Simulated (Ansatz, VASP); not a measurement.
# Fe: VASP and Ansatz over several settings

```
Fe
1.0
    -1.45256    1.45256    1.45256
     1.45256   -1.45256    1.45256
     1.45256    1.45256   -1.45256
Fe
1
Direct
  0.00000 0.00000 0.00000
```

Single points on this cell with VASP 6.6.1 and Ansatz 0.2.0. Each row is one pair of runs. Alike in all rows: spin: collinear, typed start; k mesh: 13 × 13 × 13; smearing: fermi-dirac, width 0.05 eV.

```tsv
level	VASP's potentials, cutoff	Ansatz's potentials, cutoff	gap on the k mesh at the Fermi level (eV), VASP	gap on the k mesh at the Fermi level (eV), Ansatz	pressure (GPa), VASP	pressure (GPa), Ansatz	net moment per atom (μB), VASP	net moment per atom (μB), Ansatz
BLYP+D4	VASP PAW PBE potentials, release 64 (Fe), 520 eV	Ansatz PAW, 420 eV	none	none	-12.6	-13.3	2.29	2.26
b88 exchange, pbe correlation	VASP PAW PBE potentials, release 64 (Fe), 600 eV	Ansatz PAW, 420 eV	none	none	-11.5	-12.0	2.35	2.30
r2SCAN+D4	VASP PAW PBE potentials, release 64 (Fe), 520 eV	Ansatz PAW, 500 eV	?	none	?	-8.6	?	2.66
```

Task: Fill in what VASP gave in row 3.

Result: gap on the k mesh at the Fermi level (eV): none; pressure (GPa): -8.9; net moment per atom (μB): 2.66.

VASP's potentials hold 8 valence electrons a cell and Ansatz's 16, so a difference there can come from the potentials and not from the codes.

A gap of «none» marks a metal or a gap that the smearing closes.

Noted on Ansatz's runs: the magnetic or orbital state may not be the lowest.
